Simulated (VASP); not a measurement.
Here is a VASP 6.6.1 calculation.

Contents of POSCAR:

```
BN
1.0
    2.5539396017      0.0000000000      0.0000000000
   -1.2769698009      2.2117765748      0.0000000000
    0.0000000000      0.0000000000      4.2268550000
B N
2 2
Direct
    0.6666666667      0.3333333333      0.9997240000
    0.3333333333      0.6666666667      0.4997240000
    0.6666666667      0.3333333333      0.6075323111
    0.3333333333      0.6666666667      0.1075323111
```

File INCAR.step1:

```
SYSTEM = BN
  PREC = Accurate
  ENCUT = 520
  ISMEAR = 0
  SIGMA = 0.05
  LREAL = .False.
  LASPH = .True.
  NELM = 80
  NBANDS = 16
  GGA = PE
  ALGO = Normal
  EDIFF = 1E-4
  LWAVE = .True.
  LCHARG = .False.
```

File INCAR.step2:

```
SYSTEM = BN
  PREC = Accurate
  ENCUT = 520
  EDIFF = 1E-7
  ISMEAR = 0
  SIGMA = 0.05
  LREAL = .False.
  LASPH = .True.
  NELM = 80
  ALGO = Normal
  ISIF = 2
  LWAVE = .False.
  LCHARG = .False.
  METAGGA = R2SCAN
  LMIXTAU = .True.
  NBANDS = 16
  ISTART = 1
```

The input KPOINTS:

```
regular mesh
0
Gamma
  12 12 6
  0 0 0
```

Potentials or basis: VASP PAW PBE potentials, release 64 (B, N).

The run is started by

```console
$ cat potpaw_PBE.64/B/POTCAR potpaw_PBE.64/N/POTCAR > POTCAR
$ cp INCAR.step1 INCAR
$ mpirun -np 1 vasp_std > vasp.out
$ cp INCAR.step2 INCAR
$ mpirun -np 1 vasp_std > vasp.out
```

Problem. Estimate the largest force.

Solution. 1.405 eV/Å.

Problem. What does it give for the pressure?

Solution. -1.5 GPa.

Problem. Predict the band gap on the k mesh.

Solution. 6.09 eV, indirect (least direct gap 8.21 eV).

Forces in eV/Å, atoms in the order of the input:
```
B    0.000  0.000 -1.405
B    0.000  0.000 -1.405
N    0.000  0.000  1.405
N    0.000  0.000  1.405
```

Caveat: the cell differs from its parent crystal (all N atoms moved -0.075 Å, as atom 3 along Cartesian [0 0 1]); the PAW data sets were made with another functional, which shifts forces and pressure a little. A k mesh can miss the band edges.
